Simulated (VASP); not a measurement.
**AlGeIr3: single point with PBE**

AlGeIr3:

```
Al Ge Ir
1.0
     4.18374    0.00000    0.00000
    -2.09187    3.62322    0.00000
     0.00000    0.00000    5.35352
Al Ge Ir
1 1 3
Direct
  0.66667 0.33333 0.00000
  0.33333 0.66667 0.50000
  0.00000 0.00000 0.76441
  0.00000 0.00000 0.23559
  0.66667 0.33333 0.50000
```

The cell was generated, and may not be a known phase.

```yaml
Program: VASP 6.6.1
Task: single point
Functional: PBE
Potentials_or_basis: VASP PAW PBE potentials, release 64 (Al, Ge_d, Ir)
Cutoff: 520 eV
k_mesh: 12 × 12 × 8
Occupations: gaussian, width 0.1 eV
Spin: no spin polarisation
```

```
Pressure               : 0.3 GPa
Largest force          : 0.034 eV/Å
Band gap on the k mesh : zero (bands 22 and 23 overlap by 0.87 eV)
```

Forces in eV/Å, atoms in the order of the input:
```
Al   0.000  0.000  0.000
Ge   0.000  0.000  0.000
Ir   0.000  0.000  0.034
Ir   0.000  0.000 -0.034
Ir   0.000  0.000  0.000
```

Stress tensor (GPa, compression positive):
```
0.30 0.00 0.00
0.00 0.30 0.00
0.00 0.00 0.18
```

Levels at points of the mesh, in eV from the Fermi level:
```
           k point  band 18  band 19  band 20  band 21  band 22  band 23  band 24  band 25  band 26  band 27
(0.00, 0.00, 0.00)    -0.89    -0.89    -0.64     0.59     0.59     2.23     2.66     4.21     4.21     4.29
(0.50, 0.00, 0.00)    -1.61    -1.25    -1.08    -0.90    -0.67    -0.28     0.20     0.94     3.00     4.53
(0.00, 0.00, 0.50)    -1.57    -0.36    -0.36    -0.35    -0.35     1.32     1.80     5.47     5.47     5.58
(0.50, 0.00, 0.50)    -2.30    -1.94    -1.34    -1.21    -0.42    -0.17     0.21     2.28     3.99     4.29
```

Wall time 100 s on 1 thread of Intel(R) Xeon(R) 6975P-C (Granite Rapids), with other jobs on the host, peak memory 0.35 GiB.

Caveat: spin-orbit coupling is left out, which moves the levels of the heavy elements.
